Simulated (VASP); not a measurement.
A run of VASP 6.6.1 is set up as follows.

INCAR

```
SYSTEM = Be
PREC = Accurate
ENCUT = 600
EDIFF = 1E-6
ISMEAR = -1
SIGMA = 0.05
LREAL = .False.
LASPH = .True.
NELM = 80
ALGO = Normal
ISIF = 3
LWAVE = .False.
LCHARG = .False.
GGA = PE
IBRION = 2
NSW = 60
EDIFFG = -0.005
PSTRESS = 690.0
```

File KPOINTS:

```
regular mesh
0
Gamma
  17 17 17
  0 0 0
```

POSCAR

```
Be
1.0
    0.0000000000      1.8536987517      1.8536987517
    1.8536987517      0.0000000000      1.8536987517
    1.8536987517      1.8536987517      0.0000000000
Be
2
Direct
   -0.1250000000     -0.1250000000     -0.1250000000
    0.1250000000      0.1250000000      0.1250000000
```

Potentials or basis: VASP PAW PBE potentials, release 64 (Be).

Command:

```console
$ cat potpaw_PBE.64/Be/POTCAR > POTCAR
$ mpirun -np 1 vasp_std > vasp.out
```

Problem. Predict the relaxed volume.

Solution. 8.16 Å³/atom.

Problem. Estimate the band gap on the k mesh.

Solution. Zero (bands 2 and 3 overlap by 8.94 eV).

The path:
```tsv
step	energy change (eV)	largest force (eV/Å)	pressure (GPa)	volume (Å³)
1	0.0000	0.0000	146.76	12.74
2	-3.2610	0.0000	37.13	19.33
3	-2.3118	0.0000	68.43	16.36
4	-2.2780	0.0000	69.54	16.29
5	-2.2783	0.0000	69.54	16.29
6	-2.2790	0.0000	69.51	16.29
7	-2.2790	0.0000	69.51	16.29
8	-2.2790	0.0000	69.51	16.29
9	-2.2790	0.0000	69.51	16.29
10	-2.2790	0.0000	69.51	16.29
11	-2.2791	0.0000	69.51	16.29
12	-2.2793	0.0000	69.50	16.29
13	-2.2796	0.0000	69.49	16.29
14	-2.2803	0.0000	69.47	16.29
15	-2.2817	0.0000	69.43	16.29
16	-2.2844	0.0000	69.34	16.30
17	-2.2898	0.0000	69.16	16.31
18	-2.3006	0.0000	68.80	16.34
19	-2.2947	0.0000	68.99	16.32
```

Caveat: the cell is relaxed towards a set pressure, so the run minimises the enthalpy, not the energy; the volume moved by over 15 % at a fixed basis, so the end points are rough.
